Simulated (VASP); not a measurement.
# GaH6 (Pm-3m) in VASP: further runs

The runs below take GaH6 through single point, with PBE.

Everything below comes from runs of VASP 6.6.1. Logs are shortened: lines on timing, memory, paths and dates and some standing lists are left out, and cuts for length are marked.

### Step 1. The cell of the first run

The structure is cubic, space group Pm-3m (No. 221). The conventional cell has a = 3.988 Å, b = 3.988 Å, c = 3.988 Å, α = 90.00°, β = 90.00°, γ = 90.00°. Ga (site symmetry m-3m) has 24 H at 2.94 Å within 3.9 Å. Within 2.2 Å of H (site symmetry 4mm) lie 5 H at 1.65 Å.

### Step 2. Single point, PBE

The input, INCAR:

```
SYSTEM = GaH6
ALGO = Normal
EDIFF = 1E-7
ENCUT = 520
GGA = PE
ISIF = 2
ISMEAR = 0
LASPH = .TRUE.
LCHARG = .TRUE.
LELF = .TRUE.
LREAL = .FALSE.
LVHAR = .TRUE.
LWAVE = .FALSE.
NBANDS = 18
NELM = 80
PREC = Accurate
SIGMA = 0.1
```

The input, KPOINTS:

```
k-points
0
G
  4 4 4
  0 0 0
```

The input, POSCAR:

```
GaH6
1.0
    3.9877923600      0.0000000000      0.0000000000
    0.0000000000      3.9877923600      0.0000000000
    0.0000000000      0.0000000000      3.9877923600
Ga H
1 6
Direct
    0.0000000000      0.0000000000      0.0000000000
    0.5000000000      0.5000000000      0.2070000000
    0.5000000000      0.5000000000      0.7930000000
    0.2070000000      0.5000000000      0.5000000000
    0.7930000000      0.5000000000      0.5000000000
    0.5000000000      0.2070000000      0.5000000000
    0.5000000000      0.7930000000      0.5000000000
```

Potentials or basis: VASP PAW PBE potentials, release 64 (Ga_d, H).

Command:

```sh
$ cat potpaw_PBE.64/Ga_d/POTCAR potpaw_PBE.64/H/POTCAR > POTCAR
$ mpirun -np 1 vasp_std > vasp.out
```

OUTCAR:

```text
SYSTEM = GaH6
   EDIFF = 1E-7
   ENCUT = 520
   GGA = PE
   ISIF = 2
   ISMEAR = 0
   LASPH = .TRUE.
   LREAL = .FALSE.
   NELM = 80
   PREC = Accurate

 ion  position               nearest neighbor table
   1  0.000  0.000  0.000-
   2  0.500  0.500  0.207-
   3  0.500  0.500  0.793-
   4  0.207  0.500  0.500-
   5  0.793  0.500  0.500-
   6  0.500  0.207  0.500-
   7  0.500  0.793  0.500-

  LATTYP: Found a simple cubic cell.
 ALAT       =     3.9877923600

  Lattice vectors:

 A1 = (   3.9877923600,   0.0000000000,   0.0000000000)
 A2 = (   0.0000000000,   3.9877923600,   0.0000000000)
 A3 = (   0.0000000000,   0.0000000000,   3.9877923600)

Analysis of symmetry for initial positions (statically):
=====================================================================
 Subroutine PRICEL returns:
 Original cell was already a primitive cell.

 Routine SETGRP: Setting up the symmetry group for a
 simple cubic supercell.

 Subroutine GETGRP returns: Found 48 space group operations
 (whereof 48 operations were pure point group operations)
 out of a pool of 48 trial point group operations.

The static configuration has the point symmetry O_h .

Analysis of symmetry for dynamics (positions and initial velocities):
=====================================================================
 Subroutine PRICEL returns:
 Original cell was already a primitive cell.

 Routine SETGRP: Setting up the symmetry group for a
 simple cubic supercell.

 Subroutine GETGRP returns: Found 48 space group operations
 (whereof 48 operations were pure point group operations)
 out of a pool of 48 trial point group operations.

The dynamic configuration has the point symmetry O_h .

 Subroutine INISYM returns: Found 48 space group operations
 (whereof 48 operations are pure point group operations),
 and found     1 'primitive' translations

----------------------------------------------------------------------------------------

                                     Primitive cell

  volume of cell :      63.4158

  direct lattice vectors                    reciprocal lattice vectors
     3.987792360  0.000000000  0.000000000     0.250765313  0.000000000  0.000000000
     0.000000000  3.987792360  0.000000000     0.000000000  0.250765313  0.000000000
     0.000000000  0.000000000  3.987792360     0.000000000  0.000000000  0.250765313

  length of vectors
     3.987792360  3.987792360  3.987792360     0.250765313  0.250765313  0.250765313

  position of ions in fractional coordinates (direct lattice)
     0.000000000  0.000000000  0.000000000
     0.500000000  0.500000000  0.207000000
     0.500000000  0.500000000  0.793000000
     0.207000000  0.500000000  0.500000000
     0.793000000  0.500000000  0.500000000
     0.500000000  0.207000000  0.500000000
     0.500000000  0.793000000  0.500000000

  ion indices of the primitive-cell ions
   primitive index   ion index
                 1           1
                 2           2
                 3           3
                 4           4
                 5           5
                 6           6
                 7           7

----------------------------------------------------------------------------------------

 KPOINTS: k-points

Automatic generation of k-mesh.
 Grid dimensions read from file:
 generate k-points for:    4    4    4

 Generating k-lattice:

  Cartesian coordinates                     Fractional coordinates (reciprocal lattice)
     0.062691328  0.000000000  0.000000000     0.250000000  0.000000000  0.000000000
     0.000000000  0.062691328  0.000000000     0.000000000  0.250000000  0.000000000
     0.000000000  0.000000000  0.062691328     0.000000000  0.000000000  0.250000000

  Length of vectors
     0.062691328  0.062691328  0.062691328

  Shift w.r.t. Gamma in fractional coordinates (k-lattice)
     0.000000000  0.000000000  0.000000000

 Subroutine IBZKPT returns following result:
 ===========================================

 Found     10 irreducible k-points:

 Following reciprocal coordinates:
            Coordinates               Weight
  0.000000  0.000000  0.000000      1.000000
  0.250000  0.000000  0.000000      6.000000
  0.500000  0.000000  0.000000      3.000000
  0.250000  0.250000  0.000000     12.000000
  0.500000  0.250000  0.000000     12.000000
  0.500000  0.500000  0.000000      3.000000
  0.250000  0.250000  0.250000      8.000000
  0.500000  0.250000  0.250000     12.000000
  0.500000  0.500000  0.250000      6.000000
  0.500000  0.500000  0.500000      1.000000
   k-points           NKPTS =     10   k-points in BZ     NKDIM =     10   number of bands    NBANDS=     18
   number of dos      NEDOS =    301   number of ions     NIONS =      7
   total plane-waves  NPLWV =  27000
   dimension x,y,z NGX =    30 NGY =   30 NGZ =   30
   dimension x,y,z NGXF=    60 NGYF=   60 NGZF=   60
   ions per type =               1   6
   NGX,Y,Z   is equivalent  to a cutoff of  12.51, 12.51, 12.51 a.u.
   NGXF,Y,Z  is equivalent  to a cutoff of  25.01, 25.01, 25.01 a.u.
 SYSTEM =  GaH6
   PREC   = accura    normal or accurate (medium, high low for compatibility)
   ISTART =      0    job   : 0-new  1-cont  2-samecut
   ICHARG =      2    charge: 1-file 2-atom 10-const
   ISPIN  =      1    spin polarized calculation?
   LNONCOLLINEAR =      F non collinear calculations
   LSORBIT =      F    spin-orbit coupling
   LASPH  =      T    aspherical Exc in radial PAW
   ENCUT  =  520.0 eV  38.22 Ry    6.18 a.u.   7.41  7.41  7.41*2*pi/ulx,y,z
   NELM   =     80;   NELMIN=  2; NELMDL= -5     # of ELM steps
   EDIFF  = 0.1E-06   stopping-criterion for ELM
   LREAL  =      F    real-space projection
   EDIFFG = 0.1E-05   stopping-criterion for IOM
   NSW    =      0    number of steps for IOM
   IBRION =     -1    ionic relax: 0-MD 1-quasi-New 2-CG
   NFREE  =      0    steps in history (QN), initial steepest desc. (CG)
   ISIF   =      2    stress and relaxation
   ISYM   =      2    0-nonsym 1-usesym 2-fastsym
   POTIM  = 0.5000    time-step for ionic-motion
   TEBEG  =    0.0;   TEEND  =   0.0 temperature during run
   PSTRESS=    0.0 pullay stress
   NELECT =      19.0000    total number of electrons
   NUPDOWN=      -1.0000    fix difference up-down
   EMIN   =  10.00;   EMAX   =-10.00  energy-range for DOS
   EFERMI =   0.00;   METHOD = LEGACY
   ISMEAR =     0;   SIGMA  =   0.10  broadening in eV -4-tet -1-fermi 0-gaus
   EFERMI_NEDOS =   21; number of points for ismear=-14 and -15
   IALGO  =     38    algorithm
   IMIX   =      4    mixing-type and parameters
     AMIX     =   0.40;   BMIX     =  1.00
     AMIX_MAG =   1.60;   BMIX_MAG =  1.00
  volume/ion in A,a.u.               =       9.06        61.14
  Fermi-wavevector in a.u.,A,eV,Ry     =   1.095452  2.070105 16.327207  1.200016
  Thomas-Fermi vector in A             =   2.231776
   LORBIT       =      0    0 simple, 1 ext, 2 COOP (PROOUT), +10 PAW based schemes
   GGA     = PE    functional components
   LHFCALC =     F    Hartree Fock is set to
   AEXX    =    0.0000 exact exchange contribution
   IVDW    =     0    specifies the selected vdW correction
   LEPSILON=     F    determine dielectric tensor
   LRPA    =     F    only Hartree local field effects (RPA)
 non-spin polarized calculation
 Gauss-broadening in eV      SIGMA  =   0.10
  energy-cutoff  :      520.00
  volume of cell :       63.42
 maximum number of plane-waves:      1743
 NGX is ok and might be reduce to    30
   NGX = 15   NGY = 15   NGZ = 15

 number of electron      18.9999990 magnetization

 Free energy of the ion-electron system (eV)
  ---------------------------------------------------
  ext. energy  EPLUGINS =         0.00000000
  ---------------------------------------------------
  free energy    TOTEN  =       -15.84324118 eV

  energy without entropy =      -15.83487117  energy(sigma->0) =      -15.83905618

 E-fermi :   0.7667     XC(G=0):  -8.7003

 val. band max:        0.6751491698   @ k =   0.5000   0.0000   0.0000
 cond. band min:       0.8284323421   @ k =   0.2500   0.0000   0.0000
 fundamental gap:      0.1532831723
 Fermi energy:         0.7666540555

 k-point     1 :       0.0000    0.0000    0.0000
  band No.  band energies     occupation
      1     -14.2748      2.00000
      2     -14.2748      2.00000
      3     -14.2528      2.00000
      4     -14.2528      2.00000
      5     -14.2528      2.00000
      6      -9.3020      2.00000
[... 10 lines left out ...]
     17      11.2360      0.00000
     18      11.2823      0.00000

 k-point     2 :       0.2500    0.0000    0.0000
  band No.  band energies     occupation
      1     -14.2740      2.00000
      2     -14.2661      2.00000
      3     -14.2560      2.00000
      4     -14.2560      2.00000
      5     -14.2526      2.00000
      6      -8.8255      2.00000
[... 10 lines left out ...]
     17      12.0514      0.00000
     18      12.1557      0.00000

 k-point     3 :       0.5000    0.0000    0.0000
  band No.  band energies     occupation
      1     -14.2731      2.00000
      2     -14.2591      2.00000
      3     -14.2591      2.00000
      4     -14.2573      2.00000
      5     -14.2523      2.00000
      6      -7.9879      2.00000
[... 10 lines left out ...]
     17      12.4268      0.00000
     18      12.4268      0.00000

 k-point     4 :       0.2500    0.2500    0.0000
  band No.  band energies     occupation
      1     -14.2695      2.00000
      2     -14.2609      2.00000
      3     -14.2606      2.00000
      4     -14.2557      2.00000
      5     -14.2554      2.00000
      6      -8.3571      2.00000
[... 81 lines left out ...]
      4     -14.2591      2.00000
      5     -14.2512      2.00000
      6      -7.1247      2.00000
[... 10 lines left out ...]
     17      10.9736      0.00000
     18      12.2004      0.00000

 k-point     9 :       0.5000    0.5000    0.2500
  band No.  band energies     occupation
      1     -14.2696      2.00000
      2     -14.2630      2.00000
      3     -14.2630      2.00000
      4     -14.2553      2.00000
      5     -14.2462      2.00000
      6      -6.4568      2.00000
[... 10 lines left out ...]
     17      11.8465      0.00000
     18      12.1537      0.00000

 k-point    10 :       0.5000    0.5000    0.5000
  band No.  band energies     occupation
      1     -14.2679      2.00000
      2     -14.2679      2.00000
      3     -14.2679      2.00000
      4     -14.2460      2.00000
      5     -14.2460      2.00000
      6      -5.7682      2.00000
[... 10 lines left out ...]
     17      15.1428      0.00000
     18      15.1428      0.00000

------------------------ aborting loop because EDIFF is reached ----------------------------------------

  FORCE on cell =-STRESS in cart. coord.  units (eV):
  Direction    XX          YY          ZZ          XY          YZ          ZX
  --------------------------------------------------------------------------------------
  -------------------------------------------------------------------------------------
  Total       -4.0640282     -4.0640282     -4.0640282      0.0000000      0.0000000     -0.0000000
  in kB     -102.6761769   -102.6761769   -102.6761769      0.0000000      0.0000000     -0.0000000
  external PRESSURE =    -102.6761769 kB  Pullay stress =       0.0000000 kB

 VOLUME and BASIS-vectors are now :
 -----------------------------------------------------------------------------
  energy-cutoff  :      520.00
  volume of cell :       63.42
      direct lattice vectors                 reciprocal lattice vectors
     3.987792360  0.000000000  0.000000000     0.250765313  0.000000000  0.000000000
     0.000000000  3.987792360  0.000000000     0.000000000  0.250765313  0.000000000
     0.000000000  0.000000000  3.987792360     0.000000000  0.000000000  0.250765313

 POSITION                                       TOTAL-FORCE (eV/Angst)
 -----------------------------------------------------------------------------------
      0.00000      0.00000      0.00000         0.000000      0.000000      0.000000
      1.99390      1.99390      0.82547        -0.000000     -0.000000     -1.116239
      1.99390      1.99390      3.16232         0.000000      0.000000      1.116239
      0.82547      1.99390      1.99390        -1.116239      0.000000      0.000000
      3.16232      1.99390      1.99390         1.116239     -0.000000     -0.000000
      1.99390      0.82547      1.99390         0.000000     -1.116239      0.000000
      1.99390      3.16232      1.99390        -0.000000      1.116239     -0.000000
 -----------------------------------------------------------------------------------
    total drift:                                0.000000     -0.000000      0.000000

  FREE ENERGIE OF THE ION-ELECTRON SYSTEM (eV)
  ---------------------------------------------------
  free  energy   TOTEN  =       -15.8432411790 eV

  energy  without entropy=      -15.8348711730  energy(sigma->0) =      -15.83905618
```

Run time: 13 s. Hardware: 1 thread of Intel Xeon Platinum 8259CL at 2.50GHz (Skylake/Cascade Lake), shared host; peak memory 0.16 GiB.

What came out:

| Property | Result |
| --- | --- |
| Free energy | -15.8432 eV |
| Pressure | -10.3 GPa |
| Largest force | 1.116 eV/Å |

Forces on the atoms (eV/Å):
```
Ga   0.000  0.000  0.000
H    0.000  0.000 -1.116
H    0.000  0.000  1.116
H   -1.116  0.000  0.000
H    1.116  0.000  0.000
H    0.000 -1.116  0.000
H    0.000  1.116  0.000
```

Levels at points of the mesh, in eV from the Fermi level:
```tsv
k point	band 6	band 7	band 8	band 9	band 10	band 11	band 12	band 13
(0.00, 0.00, 0.00)	-10.07	-3.56	-0.44	-0.44	-0.29	-0.29	-0.29	5.05
(0.50, 0.00, 0.00)	-8.75	-6.64	-1.36	-0.09	0.56	0.56	1.42	3.52
(0.50, 0.50, 0.00)	-7.65	-4.65	-4.60	-4.60	0.90	1.85	3.36	3.36
(0.50, 0.50, 0.50)	-6.53	-3.78	-3.78	-3.78	-3.74	0.37	0.37	0.37
```

Caveat: the k points lie up to 0.39 Å⁻¹ apart; forces of over 1 eV/Å act on the atoms, so gaps and moduli don't describe the material at rest.

### Step 3. Single point, PBE

This run uses another cell than the first one, of 15.71 Å³/atom, 1.734 times its volume.

The input, INCAR:

```
SYSTEM = GaH6
  PREC = Accurate
  ENCUT = 520
  EDIFF = 1E-6
  ISMEAR = 0
  SIGMA = 0.1
  LREAL = .FALSE.
  LASPH = .TRUE.
  NELM = 80
  ALGO = Normal
  ISIF = 2
  LWAVE = .FALSE.
  LCHARG = .FALSE.
  GGA = PE
  NBANDS = 18
```

The input, KPOINTS:

```
Automatic mesh
0
G
  4 4 4
  0 0 0
```

The input, POSCAR:

```
GaH6
1.0
    4.7911923380      0.0000000000      0.0000000000
    0.0000000000      4.7911923380      0.0000000000
    0.0000000000      0.0000000000      4.7911923380
Ga H
1 6
Direct
    0.0000000000      0.0000000000      0.0000000000
    0.5000000000      0.5000000000      0.0785177089
    0.5000000000      0.5000000000      0.9214822911
    0.0785177089      0.5000000000      0.5000000000
    0.9214822911      0.5000000000      0.5000000000
    0.5000000000      0.0785177089      0.5000000000
    0.5000000000      0.9214822911      0.5000000000
```

Potentials or basis: VASP PAW PBE potentials, release 64 (Ga_d, H).

Command:

```sh
$ cat potpaw_PBE.64/Ga_d/POTCAR potpaw_PBE.64/H/POTCAR > POTCAR
$ mpirun -np 1 vasp_std > vasp.out
```

OUTCAR:

```text
SYSTEM = GaH6
   PREC = Accurate
   ENCUT = 520
   EDIFF = 1E-6
   ISMEAR = 0
   LREAL = .FALSE.
   LASPH = .TRUE.
   NELM = 80
   ISIF = 2
   GGA = PE

 ion  position               nearest neighbor table
   1  0.000  0.000  0.000-
   2  0.500  0.500  0.079-   3 0.75
   3  0.500  0.500  0.921-   2 0.75
   4  0.079  0.500  0.500-   5 0.75
   5  0.921  0.500  0.500-   4 0.75
   6  0.500  0.079  0.500-   7 0.75
   7  0.500  0.921  0.500-   6 0.75

  LATTYP: Found a simple cubic cell.
 ALAT       =     4.7911923380

  Lattice vectors:

 A1 = (   4.7911923380,   0.0000000000,   0.0000000000)
 A2 = (   0.0000000000,   4.7911923380,   0.0000000000)
 A3 = (   0.0000000000,   0.0000000000,   4.7911923380)

Analysis of symmetry for initial positions (statically):
=====================================================================
 Subroutine PRICEL returns:
 Original cell was already a primitive cell.

 Routine SETGRP: Setting up the symmetry group for a
[... 167 lines left out ...]
 cond. band min:       0.2724595052   @ k =   0.5000   0.2500   0.2500
 fundamental gap:      0.0742539041
 Fermi energy:         0.2568498611

 k-point     1 :       0.0000    0.0000    0.0000
  band No.  band energies     occupation
      1     -16.0220      2.00000
      2     -16.0220      2.00000
      3     -16.0203      2.00000
      4     -16.0203      2.00000
      5     -16.0203      2.00000
      6      -9.1900      2.00000
[... 187 lines left out ...]
      5     -16.0177      2.00000
      6      -7.8831      2.00000
[... 10 lines left out ...]
     17       8.2665      0.00000
     18       8.2665      0.00000

------------------------ aborting loop because EDIFF is reached ----------------------------------------

  FORCE on cell =-STRESS in cart. coord.  units (eV):
  Direction    XX          YY          ZZ          XY          YZ          ZX
  --------------------------------------------------------------------------------------
  -------------------------------------------------------------------------------------
  Total       -0.0228665     -0.0228665     -0.0228665      0.0000000      0.0000000      0.0000000
  in kB       -0.3331042     -0.3331042     -0.3331042      0.0000000      0.0000000      0.0000000
  external PRESSURE =      -0.3331042 kB  Pullay stress =       0.0000000 kB

 VOLUME and BASIS-vectors are now :
 -----------------------------------------------------------------------------
  energy-cutoff  :      520.00
  volume of cell :      109.98
      direct lattice vectors                 reciprocal lattice vectors
     4.791192338  0.000000000  0.000000000     0.208716313  0.000000000  0.000000000
     0.000000000  4.791192338  0.000000000     0.000000000  0.208716313  0.000000000
     0.000000000  0.000000000  4.791192338     0.000000000  0.000000000  0.208716313

 POSITION                                       TOTAL-FORCE (eV/Angst)
 -----------------------------------------------------------------------------------
      0.00000      0.00000      0.00000         0.000000      0.000000     -0.000000
      2.39560      2.39560      0.37619        -0.000000     -0.000000     -0.043546
      2.39560      2.39560      4.41500         0.000000      0.000000      0.043546
      0.37619      2.39560      2.39560        -0.043546     -0.000000     -0.000000
      4.41500      2.39560      2.39560         0.043546      0.000000      0.000000
      2.39560      0.37619      2.39560         0.000000     -0.043546     -0.000000
      2.39560      4.41500      2.39560        -0.000000      0.043546      0.000000
 -----------------------------------------------------------------------------------
    total drift:                                0.000000     -0.000000      0.000000

  FREE ENERGIE OF THE ION-ELECTRON SYSTEM (eV)
  ---------------------------------------------------
  free  energy   TOTEN  =       -20.7836434577 eV

  energy  without entropy=      -20.7592994506  energy(sigma->0) =      -20.77147145
```

stdout:

```text
POSCAR found type information on POSCAR GaH
 POSCAR found :  2 types and       7 ions
 scaLAPACK will be used
 LDA part: xc-table for (Slater+PW92), standard interpolation
 POSCAR, INCAR and KPOINTS ok, starting setup
 FFT: planning ... GRIDC
 FFT: planning ... GRID_SOFT
 FFT: planning ... GRID
 WAVECAR not read
 entering main loop
```

Wall time 15 s (1 thread of Intel Xeon Platinum 8259CL at 2.50GHz (Skylake/Cascade Lake), shared host); peak memory 0.2 GiB.

Results:

- Free energy: -20.7836 eV
- Pressure: 0.0 GPa
- Largest force: 0.044 eV/Å

Forces in eV/Å, atoms in the order of the input:
```
Ga   0.000  0.000  0.000
H    0.000  0.000 -0.044
H    0.000  0.000  0.044
H   -0.044  0.000  0.000
H    0.044  0.000  0.000
H    0.000 -0.044  0.000
H    0.000  0.044  0.000
```

Levels at points of the mesh, in eV from the Fermi level:
```
           k point  band 7  band 8  band 9  band 10  band 11  band 12
(0.00, 0.00, 0.00)   -7.73   -7.73   -5.56     0.46     0.46     0.46
(0.50, 0.00, 0.00)   -8.45   -7.70   -5.82     0.56     1.12     1.12
(0.50, 0.50, 0.00)   -8.22   -8.21   -6.08     0.02     0.02     1.54
(0.50, 0.50, 0.50)   -8.14   -8.14   -5.80    -0.65    -0.65    -0.65
```
